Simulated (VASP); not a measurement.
# Fe2O (Pn-3m) in VASP: single point with PBE

Aim: the single point of Fe2O with PBE.

Program: VASP 6.6.1. These are calculated values, not measurements. Logs are shortened: lines on timing, memory, paths and dates and some standing lists are left out, and cuts for length are marked.

**1. The cell of the first run**

Symmetry: Pn-3m, No. 224, cubic system. Conventional cell: a = 4.058 Å, b = 4.058 Å, c = 4.058 Å, α = 90.00°, β = 90.00°, γ = 90.00°. Within 2.3 Å of Fe (site symmetry -3m) lie 2 O at 1.76 Å. Within 2.3 Å of O (site symmetry -43m) lie 4 Fe at 1.76 Å.

The cell was built from a structure type or drawn by symmetry, and may not be a known phase.

**2. Single point, PBE, collinear spin, ferromagnetic start**

Contents of INCAR:

```
PREC = Accurate
ENCUT = 600
EDIFF = 1E-6
ISMEAR = 0
SIGMA = 0.1
LREAL = False
LASPH = True
NELM = 200
ALGO = Normal
ISIF = 2
LWAVE = False
LCHARG = True
ISPIN = 2
MAGMOM = 4 4 4 4 0 0
LORBIT = 11
LMAXMIX = 4
GGA = PE
LELF = True
LVHAR = True
NBANDS = 51
GGA_COMPAT = False
```

Contents of KPOINTS:

```
regular mesh
0
Gamma
  4 4 4
```

Contents of POSCAR:

```
Fe2O
1.0
    4.0575720200      0.0000000000      0.0000000000
    0.0000000000      4.0575720200      0.0000000000
    0.0000000000      0.0000000000      4.0575720200
Fe O
4 2
Direct
    0.2500000000      0.2500000000      0.2500000000
    0.2500000000      0.7500000000      0.7500000000
    0.7500000000      0.7500000000      0.2500000000
    0.7500000000      0.2500000000      0.7500000000
    0.0000000000      0.0000000000      0.0000000000
    0.5000000000      0.5000000000      0.5000000000
```

Potentials or basis: VASP PAW PBE potentials, release 64 (Fe_sv, O).

Started as:

```
$ cat potpaw_PBE.64/Fe_sv/POTCAR potpaw_PBE.64/O/POTCAR > POTCAR
$ mpirun -np 1 vasp_std > vasp.out
```

OUTCAR:

```text
PREC = Accurate
   ENCUT = 600
   EDIFF = 1E-6
   ISMEAR = 0
   LREAL = False
   LASPH = True
   NELM = 200
   ISIF = 2
   ISPIN = 2
   LORBIT = 11
   GGA = PE

 ion  position               nearest neighbor table
   1  0.250  0.250  0.250-   5 1.76   6 1.76
   2  0.250  0.750  0.750-   5 1.76   6 1.76
   3  0.750  0.750  0.250-   5 1.76   6 1.76
   4  0.750  0.250  0.750-   5 1.76   6 1.76
   5  0.000  0.000  0.000-   1 1.76   2 1.76   3 1.76   4 1.76
   6  0.500  0.500  0.500-   1 1.76   2 1.76   3 1.76   4 1.76

  LATTYP: Found a simple cubic cell.
 ALAT       =     4.0575720200

  Lattice vectors:

 A1 = (   4.0575720200,   0.0000000000,   0.0000000000)
 A2 = (   0.0000000000,   4.0575720200,   0.0000000000)
 A3 = (   0.0000000000,   0.0000000000,   4.0575720200)

Analysis of symmetry for initial positions (statically):
=====================================================================
 Subroutine PRICEL returns:
 Original cell was already a primitive cell.

 Routine SETGRP: Setting up the symmetry group for a
 simple cubic supercell.

 Subroutine GETGRP returns: Found 48 space group operations
 (whereof 24 operations were pure point group operations)
 out of a pool of 48 trial point group operations.

The static configuration has the point symmetry T_d .
 The point group associated with its full space group is O_h .

Analysis of symmetry for dynamics (positions and initial velocities):
=====================================================================
 Subroutine PRICEL returns:
 Original cell was already a primitive cell.

 Routine SETGRP: Setting up the symmetry group for a
 simple cubic supercell.

 Subroutine GETGRP returns: Found 48 space group operations
 (whereof 24 operations were pure point group operations)
 out of a pool of 48 trial point group operations.

The dynamic configuration has the point symmetry T_d .
 The point group associated with its full space group is O_h .

Analysis of structural, dynamic, and magnetic symmetry:
=====================================================================
 Subroutine PRICEL returns:
 Original cell was already a primitive cell.

 Routine SETGRP: Setting up the symmetry group for a
 simple cubic supercell.

 Subroutine GETGRP returns: Found 48 space group operations
 (whereof 24 operations were pure point group operations)
 out of a pool of 48 trial point group operations.

The overall configuration has the point symmetry T_d .
 The point group associated with its full space group is O_h .

 Subroutine INISYM returns: Found 48 space group operations
 (whereof 24 operations are pure point group operations),
 and found     1 'primitive' translations

----------------------------------------------------------------------------------------

                                     Primitive cell

  volume of cell :      66.8034

  direct lattice vectors                    reciprocal lattice vectors
     4.057572020  0.000000000  0.000000000     0.246452804  0.000000000  0.000000000
     0.000000000  4.057572020  0.000000000     0.000000000  0.246452804  0.000000000
     0.000000000  0.000000000  4.057572020     0.000000000  0.000000000  0.246452804

  length of vectors
     4.057572020  4.057572020  4.057572020     0.246452804  0.246452804  0.246452804

  position of ions in fractional coordinates (direct lattice)
     0.250000000  0.250000000  0.250000000
     0.250000000  0.750000000  0.750000000
     0.750000000  0.750000000  0.250000000
     0.750000000  0.250000000  0.750000000
     0.000000000  0.000000000  0.000000000
     0.500000000  0.500000000  0.500000000

  ion indices of the primitive-cell ions
   primitive index   ion index
                 1           1
                 2           2
                 3           3
                 4           4
                 5           5
                 6           6
[... 29 lines left out ...]
  0.000000  0.000000  0.000000      1.000000
  0.250000  0.000000  0.000000      6.000000
  0.500000  0.000000  0.000000      3.000000
  0.250000  0.250000  0.000000     12.000000
  0.500000  0.250000  0.000000     12.000000
  0.500000  0.500000  0.000000      3.000000
  0.250000  0.250000  0.250000      8.000000
  0.500000  0.250000  0.250000     12.000000
  0.500000  0.500000  0.250000      6.000000
  0.500000  0.500000  0.500000      1.000000
   k-points           NKPTS =     10   k-points in BZ     NKDIM =     10   number of bands    NBANDS=     51
   number of dos      NEDOS =    301   number of ions     NIONS =      6
   total plane-waves  NPLWV =  32768
   dimension x,y,z NGX =    32 NGY =   32 NGZ =   32
   dimension x,y,z NGXF=    64 NGYF=   64 NGZF=   64
   ions per type =               4   2
   NGX,Y,Z   is equivalent  to a cutoff of  13.11, 13.11, 13.11 a.u.
   NGXF,Y,Z  is equivalent  to a cutoff of  26.22, 26.22, 26.22 a.u.
 SYSTEM =  unknown system
   PREC   = accura    normal or accurate (medium, high low for compatibility)
   ISTART =      0    job   : 0-new  1-cont  2-samecut
   ICHARG =      2    charge: 1-file 2-atom 10-const
   ISPIN  =      2    spin polarized calculation?
   LNONCOLLINEAR =      F non collinear calculations
   LSORBIT =      F    spin-orbit coupling
   LASPH  =      T    aspherical Exc in radial PAW
   ENCUT  =  600.0 eV  44.10 Ry    6.64 a.u.   8.10  8.10  8.10*2*pi/ulx,y,z
   NELM   =    200;   NELMIN=  2; NELMDL= -5     # of ELM steps
   EDIFF  = 0.1E-05   stopping-criterion for ELM
   LREAL  =      F    real-space projection
   EDIFFG = 0.1E-04   stopping-criterion for IOM
   NSW    =      0    number of steps for IOM
   IBRION =     -1    ionic relax: 0-MD 1-quasi-New 2-CG
   NFREE  =      0    steps in history (QN), initial steepest desc. (CG)
   ISIF   =      2    stress and relaxation
   ISYM   =      2    0-nonsym 1-usesym 2-fastsym
   POTIM  = 0.5000    time-step for ionic-motion
   TEBEG  =    0.0;   TEEND  =   0.0 temperature during run
   PSTRESS=    0.0 pullay stress
   NELECT =      76.0000    total number of electrons
   NUPDOWN=      -1.0000    fix difference up-down
   EMIN   =  10.00;   EMAX   =-10.00  energy-range for DOS
   EFERMI =   0.00;   METHOD = LEGACY
   ISMEAR =     0;   SIGMA  =   0.10  broadening in eV -4-tet -1-fermi 0-gaus
   EFERMI_NEDOS =   21; number of points for ismear=-14 and -15
   IALGO  =     38    algorithm
   IMIX   =      4    mixing-type and parameters
     AMIX     =   0.40;   BMIX     =  1.00
     AMIX_MAG =   1.60;   BMIX_MAG =  1.00
  volume/ion in A,a.u.               =      11.13        75.14
  Fermi-wavevector in a.u.,A,eV,Ry     =   1.709017  3.229574 39.739082  2.920740
  Thomas-Fermi vector in A             =   2.787579
   LORBIT       =     11    0 simple, 1 ext, 2 COOP (PROOUT), +10 PAW based schemes
   GGA     = PE    functional components
   LHFCALC =     F    Hartree Fock is set to
   AEXX    =    0.0000 exact exchange contribution
   IVDW    =     0    specifies the selected vdW correction
   LEPSILON=     F    determine dielectric tensor
   LRPA    =     F    only Hartree local field effects (RPA)
 spin polarized calculation
 Gauss-broadening in eV      SIGMA  =   0.10
  energy-cutoff  :      600.00
  volume of cell :       66.80
 maximum number of plane-waves:      2272
   NGX = 17   NGY = 17   NGZ = 17

 number of electron      76.0000112 magnetization      11.3293090

 number of electron      76.0000131 magnetization       8.1573497

 Free energy of the ion-electron system (eV)
  ---------------------------------------------------
  ext. energy  EPLUGINS =         0.00000000
  ---------------------------------------------------
  free energy    TOTEN  =       -45.03440315 eV

  energy without entropy =      -45.01851923  energy(sigma->0) =      -45.02646119

 E-fermi :   9.8281     XC(G=0): -12.5007

 val. band max:        9.7533168142   @ k =   0.2500   0.0000   0.0000
 cond. band min:       9.8387454849   @ k =   0.2500   0.2500   0.0000
 fundamental gap:      0.0854286707
 Fermi energy:         9.8280718334

 spin component 1

 k-point     1 :       0.0000    0.0000    0.0000
  band No.  band energies     occupation
      1     -78.6818      1.00000
      2     -78.6623      1.00000
      3     -78.6623      1.00000
      4     -78.6623      1.00000
      5     -45.3598      1.00000
      6     -45.2321      1.00000
[... 519 lines left out ...]
     49      16.3024      0.00000
     50      16.3024      0.00000
 Fermi energy:         9.8280718334

 spin component 2

 k-point     1 :       0.0000    0.0000    0.0000
  band No.  band energies     occupation
      1     -76.3368      1.00000
      2     -76.3153      1.00000
      3     -76.3153      1.00000
      4     -76.3153      1.00000
      5     -43.2301      1.00000
      6     -43.0833      1.00000
[... 519 lines left out ...]
     49      17.1189      0.00000
     50      17.1189      0.00000
 [bands above 50 left out]

------------------------ aborting loop because EDIFF is reached ----------------------------------------

  FORCE on cell =-STRESS in cart. coord.  units (eV):
  Direction    XX          YY          ZZ          XY          YZ          ZX
  --------------------------------------------------------------------------------------
  -------------------------------------------------------------------------------------
  Total        4.3284556      4.3284556      4.3284556      0.0000000     -0.0000000     -0.0000000
  in kB      103.8113495    103.8113495    103.8113495      0.0000000     -0.0000000     -0.0000000
  external PRESSURE =     103.8113495 kB  Pullay stress =       0.0000000 kB

 VOLUME and BASIS-vectors are now :
 -----------------------------------------------------------------------------
  energy-cutoff  :      600.00
  volume of cell :       66.80
      direct lattice vectors                 reciprocal lattice vectors
     4.057572020  0.000000000  0.000000000     0.246452804  0.000000000  0.000000000
     0.000000000  4.057572020  0.000000000     0.000000000  0.246452804  0.000000000
     0.000000000  0.000000000  4.057572020     0.000000000  0.000000000  0.246452804

 POSITION                                       TOTAL-FORCE (eV/Angst)
 -----------------------------------------------------------------------------------
      1.01439      1.01439      1.01439         0.000000     -0.000000     -0.000000
      1.01439      3.04318      3.04318        -0.000000      0.000000     -0.000000
      3.04318      3.04318      1.01439         0.000000     -0.000000      0.000000
      3.04318      1.01439      3.04318        -0.000000     -0.000000      0.000000
      0.00000      0.00000      0.00000        -0.000000     -0.000000     -0.000000
      2.02879      2.02879      2.02879        -0.000000     -0.000000     -0.000000
 -----------------------------------------------------------------------------------
    total drift:                               -0.000000      0.000000      0.000000

  FREE ENERGIE OF THE ION-ELECTRON SYSTEM (eV)
  ---------------------------------------------------
  free  energy   TOTEN  =       -45.0344031487 eV

  energy  without entropy=      -45.0185192259  energy(sigma->0) =      -45.02646119

 total charge

# of ion       s       p       d       tot
------------------------------------------
    1        2.154   6.029   5.589  13.772
    2        2.154   6.029   5.589  13.772
    3        2.154   6.029   5.589  13.772
    4        2.154   6.029   5.589  13.772
    5        1.569   3.601   0.000   5.171
    6        1.569   3.601   0.000   5.171
--------------------------------------------------
tot         11.755  31.319  22.355  65.428

 magnetization (x)

# of ion       s       p       d       tot
------------------------------------------
    1        0.005   0.003   1.975   1.983
    2        0.005   0.003   1.975   1.983
    3        0.005   0.003   1.975   1.983
    4        0.005   0.003   1.975   1.983
    5       -0.002   0.067   0.000   0.065
    6       -0.002   0.067   0.000   0.065
--------------------------------------------------
tot          0.017   0.145   7.900   8.063
```

Wall time 33 s (1 thread of Intel Xeon 6975P-C (Granite Rapids), shared host); peak memory 0.23 GiB.

Results:

| Property | Result |
| --- | --- |
| Free energy | -45.0344 eV |
| Pressure | 10.4 GPa |
| Net moment | 8.16 μB per cell |
| Site moments | Fe +1.98; O +0.07 μB |
| Valence electrons inside the program's atomic spheres | Fe 13.77; O 5.17 |

Caveat: the k points lie up to 0.39 Å⁻¹ apart; only a ferromagnetic start was run, and an antiferromagnetic order may lie lower in energy. With open d or f shells a metallic result of PBE can be an artefact of self-interaction; +U or a hybrid may open a gap.
